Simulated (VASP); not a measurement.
# Ti8Al23 (a cell with a defect) (vacancy hop of Al) in VASP: notebook

Ti8Al23 (a cell with a defect) (vacancy hop of Al) is run at these levels: PBE; tasks: single point.

Program: VASP 6.6.1. These are calculated values, not measurements. Logs are shortened: lines on timing, memory, paths and dates and some standing lists are left out, and cuts for length are marked.

## 1. The cell of the first run

The cell holds a defect, 31 atoms: a = 7.690 Å, b = 7.690 Å, c = 8.624 Å, α = 90.00°, β = 90.00°, γ = 90.00°.

## 2. Single point, PBE

INCAR

```
SYSTEM = Ti8Al23
PREC     = Accurate       ! precision mode
ENCUT    = 520            ! plane-wave cutoff, eV
EDIFF    = 1E-6           ! SCF threshold, eV
ISMEAR   = 1              ! smearing method
SIGMA    = 0.1            ! smearing width, eV
LREAL    = Auto         
LASPH    = .True.         ! aspherical terms in the spheres
NELM     = 100            ! most SCF steps
ALGO     = Normal         ! electronic algorithm
ISIF     = 2              ! what is computed and relaxed
LWAVE    = .False.        ! write WAVECAR
LCHARG   = .False.        ! write CHGCAR
GGA      = PE             ! functional
NBANDS   = 104            ! bands
```

KPOINTS

```
Automatic mesh
0
Gamma
  1 1 1
  0 0 0
```

POSCAR

```
Ti8Al23
1.0
    7.6895028900      0.0000000000      0.0000000000
    0.0000000000      7.6895028900      0.0000000000
    0.0000000000      0.0000000000      8.6237151300
Ti Al
8 23
Direct
    0.0003800451      0.0043451753     -0.0003582279
    0.2371351936      0.2497062980      0.5056036917
    0.0003220982      0.4951761748     -0.0003659006
    0.2549611805      0.7497464892      0.5010804403
    0.5003287851     -0.0133898421     -0.0048863332
    0.7635551801      0.2497331932      0.5056301104
    0.5003444308      0.5129072864     -0.0049043084
    0.7457224823      0.7497334020      0.5010817779
    0.0003387106     -0.0069879181      0.4980413881
    0.2607232844      0.2497779003      0.0081686488
    0.0003394818      0.2497738883      0.2504221403
    0.2502648268     -0.0004149806      0.7503279109
    0.0003738207      0.2497701314      0.7540203672
    0.2581288025      0.0075652323      0.2503811825
    0.0003608009      0.5064755986      0.4979721912
    0.2436567125      0.7497373465      0.0026982118
    0.0003917403      0.7498152555      0.2503503140
    0.2501770518      0.4998945233      0.7503169847
    0.0003312727      0.7497631567      0.7503779541
    0.2582233329      0.4918892599      0.2503535427
    0.5003441580      0.0101365283      0.4925163524
    0.7399707450      0.2497533728      0.0081899438
    0.7504668029     -0.0003793290      0.7503718649
    0.5003285937      0.2497609771      0.7503254457
    0.7425277830      0.0075588202      0.2503632874
    0.5003292171      0.4893244656      0.4924861128
    0.7570439081      0.7497682846      0.0026820594
    0.5003456556      0.7497749557      0.2502867997
    0.7504769974      0.4998628405      0.7502940039
    0.5003576693      0.7497366760      0.7467124343
    0.7425868534      0.4919969511      0.2503656943
```

Potentials or basis: VASP PAW PBE potentials, release 64 (Ti_sv, Al).

Launch:

```bash
> cat potpaw_PBE.64/Ti_sv/POTCAR potpaw_PBE.64/Al/POTCAR > POTCAR
> mpirun -np 1 vasp_gam > vasp.out
```

OUTCAR:

```text
SYSTEM = Ti8Al23
   PREC = Accurate
   ENCUT = 520
   EDIFF = 1E-6
   ISMEAR = 1
   LREAL = Auto
   LASPH = .True.
   NELM = 100
   ISIF = 2
   GGA = PE

 ion  position               nearest neighbor table
   1  0.000  0.004  1.000-  16 2.71  27 2.71  10 2.75  22 2.75  13 2.84  11 2.87  23 2.88  12 2.88
                            19 2.91  17 2.92  14 2.93  25 2.93
   2  0.237  0.250  0.506-   9 2.69  15 2.69  21 2.74  26 2.74  13 2.81  11 2.86  12 2.86  18 2.86
                            14 2.89  20 2.89  24 2.92
   3  0.000  0.495  1.000-  27 2.71  16 2.71  22 2.75  10 2.75  13 2.84  11 2.87  18 2.88  29 2.88
                            19 2.91  17 2.92  31 2.93  20 2.93
   4  0.255  0.750  0.501-  15 2.71   9 2.71  21 2.75  26 2.75  30 2.84  28 2.87  12 2.88  18 2.88
                            19 2.91  17 2.92  14 2.93  20 2.93
   5  0.500  0.987  0.995-  16 2.69  27 2.69  10 2.74  22 2.74  30 2.81  28 2.86  12 2.86  23 2.86
                            25 2.89  14 2.89  24 2.92
   6  0.764  0.250  0.506-   9 2.69  15 2.69  21 2.74  26 2.74  13 2.81  11 2.86  29 2.86  23 2.86
                            25 2.89  31 2.89  24 2.92
   7  0.500  0.513  0.995-  16 2.69  27 2.69  10 2.74  22 2.74  30 2.81  28 2.86  29 2.86  18 2.86
                            20 2.89  31 2.89  24 2.92
   8  0.746  0.750  0.501-   9 2.71  15 2.71  21 2.75  26 2.75  30 2.84  28 2.87  29 2.88  23 2.88
                            19 2.91  17 2.92  31 2.93  25 2.93
   9  0.000  0.993  0.498-   2 2.69   6 2.69   4 2.71   8 2.71  17 2.84  19 2.87  12 2.90  23 2.90
[... 31 lines left out ...]
  25  0.743  0.008  0.250-  28 2.72  11 2.72  21 2.80  22 2.80  17 2.80   5 2.89   6 2.89  27 2.92
                             9 2.92   8 2.93   1 2.93
  26  0.500  0.489  0.492-   2 2.74   6 2.74   4 2.75   8 2.75  20 2.80  31 2.80  24 2.89  28 2.89
                            29 2.94  18 2.94  30 2.97
  27  0.757  0.750  0.003-   5 2.69   7 2.69   3 2.71   1 2.71  17 2.84  19 2.87  23 2.90  29 2.90
                            28 2.91  31 2.92  25 2.92  30 2.96
  28  0.500  0.750  0.250-  25 2.72  14 2.72  20 2.72  31 2.72   5 2.86   7 2.86   8 2.87   4 2.87
                            21 2.89  26 2.89  16 2.91  27 2.91
  29  0.750  0.500  0.750-  19 2.72  13 2.72  30 2.72  24 2.72   6 2.86   7 2.86   8 2.88   3 2.88
                            15 2.90  27 2.90  26 2.94  22 2.94
  30  0.500  0.750  0.747-  12 2.72  29 2.72  23 2.72  18 2.72   7 2.81   5 2.81   8 2.84   4 2.84
                            27 2.96  16 2.96  21 2.97  26 2.97
  31  0.743  0.492  0.250-  11 2.72  28 2.72  26 2.80  22 2.80  17 2.80   7 2.89   6 2.89  15 2.92
                            27 2.92   8 2.93   3 2.93

  LATTYP: Found a simple tetragonal cell.
 ALAT       =     7.6895028900
 C/A-ratio  =     1.1214918901

  Lattice vectors:

 A1 = (   7.6895028900,   0.0000000000,   0.0000000000)
 A2 = (   0.0000000000,   7.6895028900,   0.0000000000)
 A3 = (   0.0000000000,   0.0000000000,   8.6237151300)

Analysis of symmetry for initial positions (statically):
=====================================================================
 Subroutine PRICEL returns:
 Original cell was already a primitive cell.

 Routine SETGRP: Setting up the symmetry group for a
 simple tetragonal supercell.

 Subroutine GETGRP returns: Found  1 space group operations
 (whereof  1 operations were pure point group operations)
 out of a pool of 16 trial point group operations.

The static configuration has the point symmetry C_1 .

Analysis of symmetry for dynamics (positions and initial velocities):
=====================================================================
 Subroutine PRICEL returns:
 Original cell was already a primitive cell.

 Routine SETGRP: Setting up the symmetry group for a
 simple tetragonal supercell.

 Subroutine GETGRP returns: Found  1 space group operations
 (whereof  1 operations were pure point group operations)
 out of a pool of 16 trial point group operations.

The dynamic configuration has the point symmetry C_1 .

 Subroutine INISYM returns: Found  1 space group operations
 (whereof  1 operations are pure point group operations),
 and found     1 'primitive' translations

----------------------------------------------------------------------------------------

                                     Primitive cell

  volume of cell :     509.9069

  direct lattice vectors                    reciprocal lattice vectors
     7.689502890  0.000000000  0.000000000     0.130047418  0.000000000  0.000000000
     0.000000000  7.689502890  0.000000000     0.000000000  0.130047418  0.000000000
[... 73 lines left out ...]

 KPOINTS: Automatic mesh

Automatic generation of k-mesh.
 Grid dimensions read from file:
 generate k-points for:    1    1    1

 Generating k-lattice:

  Cartesian coordinates                     Fractional coordinates (reciprocal lattice)
     0.130047418  0.000000000  0.000000000     1.000000000  0.000000000  0.000000000
     0.000000000  0.130047418  0.000000000     0.000000000  1.000000000  0.000000000
     0.000000000  0.000000000  0.115959303     0.000000000  0.000000000  1.000000000

  Length of vectors
     0.130047418  0.130047418  0.115959303

  Shift w.r.t. Gamma in fractional coordinates (k-lattice)
     0.000000000  0.000000000  0.000000000

 Subroutine IBZKPT returns following result:
 ===========================================

 Found      1 irreducible k-points:

 Following reciprocal coordinates:
            Coordinates               Weight
  0.000000  0.000000  0.000000      1.000000
   k-points           NKPTS =      1   k-points in BZ     NKDIM =      1   number of bands    NBANDS=    104
   number of dos      NEDOS =    301   number of ions     NIONS =     31
   total plane-waves  NPLWV = 230400
   dimension x,y,z NGX =    60 NGY =   60 NGZ =   64
   dimension x,y,z NGXF=   120 NGYF=  120 NGZF=  128
   ions per type =               8  23
   NGX,Y,Z   is equivalent  to a cutoff of  12.97, 12.97, 12.34 a.u.
   NGXF,Y,Z  is equivalent  to a cutoff of  25.94, 25.94, 24.68 a.u.
 SYSTEM =  Ti8Al23
   PREC   = accura    normal or accurate (medium, high low for compatibility)
   ISTART =      0    job   : 0-new  1-cont  2-samecut
   ICHARG =      2    charge: 1-file 2-atom 10-const
   ISPIN  =      1    spin polarized calculation?
   LNONCOLLINEAR =      F non collinear calculations
   LSORBIT =      F    spin-orbit coupling
   LASPH  =      T    aspherical Exc in radial PAW
   ENCUT  =  520.0 eV  38.22 Ry    6.18 a.u.  14.30 14.30 16.03*2*pi/ulx,y,z
   NELM   =    100;   NELMIN=  2; NELMDL= -5     # of ELM steps
   EDIFF  = 0.1E-05   stopping-criterion for ELM
   LREAL  =      T    real-space projection
   EDIFFG = 0.1E-04   stopping-criterion for IOM
   NSW    =      0    number of steps for IOM
   IBRION =     -1    ionic relax: 0-MD 1-quasi-New 2-CG
   NFREE  =      0    steps in history (QN), initial steepest desc. (CG)
   ISIF   =      2    stress and relaxation
   ISYM   =      2    0-nonsym 1-usesym 2-fastsym
   POTIM  = 0.5000    time-step for ionic-motion
   TEBEG  =    0.0;   TEEND  =   0.0 temperature during run
   PSTRESS=    0.0 pullay stress
   NELECT =     165.0000    total number of electrons
   NUPDOWN=      -1.0000    fix difference up-down
   EMIN   =  10.00;   EMAX   =-10.00  energy-range for DOS
   EFERMI =   0.00;   METHOD = LEGACY
   ISMEAR =     1;   SIGMA  =   0.10  broadening in eV -4-tet -1-fermi 0-gaus
   EFERMI_NEDOS =   21; number of points for ismear=-14 and -15
   IALGO  =     38    algorithm
   IMIX   =      4    mixing-type and parameters
     AMIX     =   0.40;   BMIX     =  1.00
     AMIX_MAG =   1.60;   BMIX_MAG =  1.00
  volume/ion in A,a.u.               =      16.45       111.00
  Fermi-wavevector in a.u.,A,eV,Ry     =   1.123930  2.123919 17.187126  1.263218
  Thomas-Fermi vector in A             =   2.260599
   LORBIT       =      0    0 simple, 1 ext, 2 COOP (PROOUT), +10 PAW based schemes
   GGA     = PE    functional components
   LHFCALC =     F    Hartree Fock is set to
   AEXX    =    0.0000 exact exchange contribution
   IVDW    =     0    specifies the selected vdW correction
   LEPSILON=     F    determine dielectric tensor
   LRPA    =     F    only Hartree local field effects (RPA)
 non-spin polarized calculation
 Methfessel and Paxton  Order N= 1 SIGMA  =   0.10
  energy-cutoff  :      520.00
  volume of cell :      509.91
 maximum number of plane-waves:      6841
 NGX is ok and might be reduce to    60
   NGX = 29   NGY = 29   NGZ = 33

 number of electron     165.0000007 magnetization

 Free energy of the ion-electron system (eV)
  ---------------------------------------------------
  ext. energy  EPLUGINS =         0.00000000
  ---------------------------------------------------
  free energy    TOTEN  =      -157.34216259 eV

  energy without entropy =     -157.31923401  energy(sigma->0) =     -157.33451973

 E-fermi :   8.0320     XC(G=0): -10.5781

 val. band max:        7.8265138840   @ k =   0.0000   0.0000   0.0000
 cond. band min:       8.0322505768   @ k =   0.0000   0.0000   0.0000
 fundamental gap:      0.2057366928
 Fermi energy:         8.0319956548

 k-point     1 :       0.0000    0.0000    0.0000
  band No.  band energies     occupation
      1     -48.6337      2.00000
      2     -48.6328      2.00000
      3     -48.6317      2.00000
      4     -48.6316      2.00000
      5     -48.5942      2.00000
      6     -48.5941      2.00000
[... 86 lines left out ...]
     93       9.6238     -0.00000
     94       9.6271     -0.00000
 [bands above 94 left out]

------------------------ aborting loop because EDIFF is reached ----------------------------------------

  FORCE on cell =-STRESS in cart. coord.  units (eV):
  Direction    XX          YY          ZZ          XY          YZ          ZX
  --------------------------------------------------------------------------------------
  -------------------------------------------------------------------------------------
  Total      -13.3161865    -13.3373652     15.3339631      0.0012116      0.0077173     -0.0058105
  in kB      -41.8407559    -41.9073014     48.1808064      0.0038070      0.0242484     -0.0182571
  external PRESSURE =     -11.8557503 kB  Pullay stress =       0.0000000 kB

 VOLUME and BASIS-vectors are now :
 -----------------------------------------------------------------------------
  energy-cutoff  :      520.00
  volume of cell :      509.91
      direct lattice vectors                 reciprocal lattice vectors
     7.689502890  0.000000000  0.000000000     0.130047418  0.000000000  0.000000000
     0.000000000  7.689502890  0.000000000     0.000000000  0.130047418  0.000000000
     0.000000000  0.000000000  8.623715130     0.000000000  0.000000000  0.115959303

 POSITION                                       TOTAL-FORCE (eV/Angst)
 -----------------------------------------------------------------------------------
      0.00292      0.03341      8.62063        -0.004747     -0.000682      0.001194
      1.82345      1.92012      4.36018         0.005387     -0.001192     -0.019507
      0.00248      3.80766      8.62056         0.003897      0.005813     -0.000219
      1.96052      5.76518      4.32117         0.002495      0.002373     -0.000052
      3.84728      7.58654      8.58158         0.000694      0.003269      0.021457
      5.87136      1.92032      4.36041        -0.007045     -0.003559     -0.017681
[... 23 lines left out ...]
      3.84750      5.76510      6.43944         0.000536     -0.001108     -0.005492
      5.71012      3.78321      2.15908         0.002247      0.001606     -0.001855
 -----------------------------------------------------------------------------------
    total drift:                                0.003954     -0.002437      0.006389

  FREE ENERGIE OF THE ION-ELECTRON SYSTEM (eV)
  ---------------------------------------------------
  free  energy   TOTEN  =      -157.3421625865 eV

  energy  without entropy=     -157.3192340107  energy(sigma->0) =     -157.33451973
```

It took 65 s on 1 thread of AMD EPYC 9R45 (Zen 5), shared host; peak memory 0.43 GiB.

Results:

- Free energy: -157.3422 eV
- Pressure: -1.2 GPa
- Largest force: 0.023 eV/Å

Forces in eV/Å, atoms in the order of the input:
```
Ti  -0.005 -0.001  0.001
Ti   0.005 -0.001 -0.020
Ti   0.004  0.006  0.000
Ti   0.002  0.002  0.000
Ti   0.001  0.003  0.021
Ti  -0.007 -0.004 -0.018
Ti  -0.001 -0.002  0.023
Ti   0.005 -0.002 -0.001
Al  -0.001  0.001  0.001
Al  -0.004 -0.001  0.001
Al  -0.001 -0.002 -0.009
Al  -0.002  0.001 -0.001
Al  -0.001 -0.002  0.005
Al  -0.002 -0.003 -0.002
Al  -0.001 -0.001  0.004
Al   0.000  0.001 -0.002
Al  -0.001 -0.002 -0.001
Al   0.002  0.000 -0.001
Al   0.000  0.000 -0.003
Al  -0.004  0.005  0.001
Al   0.000 -0.002  0.002
Al   0.003  0.000  0.000
Al   0.001  0.000 -0.002
Al   0.000  0.000  0.000
Al   0.003 -0.001 -0.001
Al   0.001  0.004  0.004
Al  -0.002  0.001 -0.003
Al  -0.001 -0.001  0.006
Al   0.000  0.000  0.001
Al   0.001 -0.001 -0.005
Al   0.002  0.002 -0.002
```

Stress tensor (GPa, compression positive):
```
-4.18  0.00  0.00
 0.00 -4.19  0.00
 0.00  0.00  4.82
```

Levels at points of the mesh, in eV from the Fermi level:
| k point | band 78 | band 79 | band 80 | band 81 | band 82 | band 83 | band 84 | band 85 | band 86 | band 87 |
| --- | --- | --- | --- | --- | --- | --- | --- | --- | --- | --- |
| (0.00, 0.00, 0.00) | -0.99 | -0.66 | -0.66 | -0.44 | -0.21 | 0.00 | 0.22 | 0.30 | 0.30 | 0.60 |

Caveat: the k points lie up to 0.82 Å⁻¹ apart.

(Part 1 of 2 ends here.)
